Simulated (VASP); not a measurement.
The system is BPd4.

```xyz
5
Lattice="4.6153 0.0000 0.0000 0.0000 4.6153 0.0000 0.0000 0.0000 3.8225" Properties=species:S:1:pos:R:3 pbc="T T T"
B     2.3076    2.3076    0.0000
Pd    1.3615    0.0000    1.9113
Pd    3.2537    0.0000    1.9113
Pd    0.0000    1.3615    1.9113
Pd    0.0000    3.2537    1.9113
```

- Program: VASP 6.6.1
- Task: relaxation of cell and atoms
- Functional: PBE
- Potentials or basis: VASP PAW PBE potentials, release 64 (B, Pd)
- Cutoff: 600 eV
- k mesh: 4 × 4 × 4
- Occupations: gaussian, width 0.1 eV
- Spin: no spin polarisation

At the start: pressure 121.1 GPa; volume 16.28 Å³/atom.

**Question.** How do energy, volume and symmetry change on relaxing?

**Answer.** Over 22 steps the energy falls by 4504.2 meV/atom and the volume is 18.61 Å³/atom (+14.3 %); space group P4/mmm (No. 123, to 0.05 Å).

Step by step:
```
step  energy change (eV)  largest force (eV/Å)  pressure (GPa)  volume (Å³)
   1              0.0000                7.6676          121.06        81.42
   2             -6.8793                4.0458          -14.07       286.89
   3            -10.1778               15.6479           10.21       154.70
   4            -10.3137               13.3868            7.60       172.37
   5             -9.9927                9.0865            1.51       226.21
   6             -5.8742                0.5369          -24.61       270.94
   7            -12.1230                0.2320          -10.49       241.77
   8            -12.2979                0.7912           -9.10       238.96
   9            -12.3515                1.5776           -7.56       236.06
  10            -15.2659                1.8390           -6.76       183.81
  11            -19.5302                2.7176           48.28        73.75
  12            -18.1214                3.8831           -5.96       135.78
  13            -20.8283                4.5562           -0.26       101.70
  14            -21.1479                4.6344           13.93        87.00
  15            -21.4734                0.1081           25.30        79.82
  16            -21.6717                1.8245           18.76        82.43
  17            -22.3773                0.8854            5.81        88.70
  18            -22.4907                0.2324           -2.54        95.48
  19            -22.5082                0.3682           -0.82        93.75
  20            -22.5084                0.3907           -0.54        93.49
  21            -22.5169                0.2252           -0.23        93.29
  22            -22.5210                0.0050            0.22        93.04
```

Final structure:
```
CELL_PARAMETERS angstrom
6.06315 0.00000 0.00000
0.00000 6.06315 0.00000
0.00000 0.00000 2.53082
ATOMIC_POSITIONS crystal
B 0.50000 0.50000 0.00000
Pd 0.29336 0.00000 0.50000
Pd 0.70664 0.00000 0.50000
Pd 0.00000 0.29336 0.50000
Pd 0.00000 0.70664 0.50000
```

Caveat: the k points lie up to 0.62 Å⁻¹ apart in the final cell.
